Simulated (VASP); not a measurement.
Runs of VASP 6.6.1 on SiO2 (Stishovite). The structure is that of space group P4_2/mnm (No. 136), or close to it. The cells are those of the table. 

| cell | gap on the mesh (eV) | pressure (GPa) | largest force (eV/Å) |
| --- | --- | --- | --- |
| a = 4.033, b = 4.033, c = 2.573 Å, 6 atoms | 7.08 | 56.6 | 0.92 |
| a = 4.106, b = 4.106, c = 2.620 Å, 6 atoms | 6.58 | 31.2 | 0.47 |
| a = 4.142, b = 4.142, c = 2.643 Å, 6 atoms | 6.09 | 20.7 | 0.28 |
| a = 4.312, b = 4.312, c = 2.751 Å, 6 atoms | (a) | -15.9 | 0.48 |
| a = 4.246, b = 4.246, c = 2.709 Å, 6 atoms | 4.77 | -4.0 | 0.22 |
| a = 4.070, b = 4.070, c = 2.597 Å, 6 atoms | 7.00 | 43.1 | 0.69 |
| a = 4.279, b = 4.279, c = 2.730 Å, 6 atoms | 4.37 | -10.3 | 0.36 |
| a = 4.177, b = 4.177, c = 2.665 Å, 6 atoms | 5.62 | 11.4 | 0.10 |
| a = 4.212, b = 4.212, c = 2.687 Å, 6 atoms | 5.18 | (b) | 0.07 |

Alike in all rows: task single point; level PBE; potentials or basis VASP PAW PBE potentials, release 64 (Si, O); no spin polarisation; k mesh 6 × 6 × 8; cutoff (eV) 520; smearing gaussian 0.01 eV.

Q: Fill in the values left out.

A: (a) 3.99; (b) 3.2.

A k mesh can miss the band edges.
